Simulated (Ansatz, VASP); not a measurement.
**Two plane-wave programs on Ag**

File INCAR:

```
ALGO     = Normal         # electronic algorithm
EDIFF    = 1E-6           # SCF threshold, eV
ENCUT    = 500            # plane-wave cutoff, eV
GGA      = PE             # functional
GGA_COMPAT= F            
ISIF     = 2              # what is computed and relaxed
ISMEAR   = 0              # smearing method
LASPH    = T              # aspherical terms in the spheres
LCHARG   = F              # write CHGCAR
LREAL    = F              # projectors in reciprocal space
LWAVE    = F              # write WAVECAR
NBANDS   = 12             # bands
NELM     = 120            # most SCF steps
PREC     = Accurate       # precision mode
SIGMA    = 0.1            # smearing width, eV
```

The input KPOINTS:

```
k-points
0
Gamma
  8 8 8
```

POSCAR

```
Ag
1.0
    0.0000000000      2.0431000000      2.0431000000
    2.0431000000      0.0000000000      2.0431000000
    2.0431000000      2.0431000000      0.0000000000
Ag
1
Direct
    0.0000000000      0.0000000000      0.0000000000
```

Input for Ansatz:

```yaml
crystal:
  lattice:
    - [0.0, 2.0431, 2.0431]
    - [2.0431, 0.0, 2.0431]
    - [2.0431, 2.0431, 0.0]
  atoms:
    - { symbol: Ag, position: [0.0, 0.0, 0.0] }
basis:
  ecutwfc: 420
kpoints:
  mp_grid: { grid: [8, 8, 8] }
hamiltonian:
  xc: pbe
scf:
  occupations: { method: gaussian, width: 0.1 }
output:
  forces: true
  stress: true
  eigenvalues: true
```

Alike in both runs: task single point; functional PBE; k mesh 8 × 8 × 8; occupations gaussian, width 0.1 eV; no spin polarisation.

|  | VASP | Ansatz |
| --- | --- | --- |
| version | VASP 6.6.1 | Ansatz 0.2.0 |
| potentials or method | VASP PAW PBE potentials, release 64 (Ag), cutoff 500 eV | scalar-relativistic, plane waves, PAW |
| valence electrons in the cell | 11 | 19 |

```tsv
	VASP	Ansatz	Ansatz less VASP
gap on the k mesh at the Fermi level (eV)	none	none	-
pressure (GPa)	5.1	5.2	+0.13
```

A gap of «none» marks a metal or a gap that the smearing closes. With one functional, cell and mesh, what is left measures potentials, basis and numerics. VASP's potentials hold 11 valence electrons a cell and Ansatz's 19, so a difference there can come from the potentials and not from the codes.
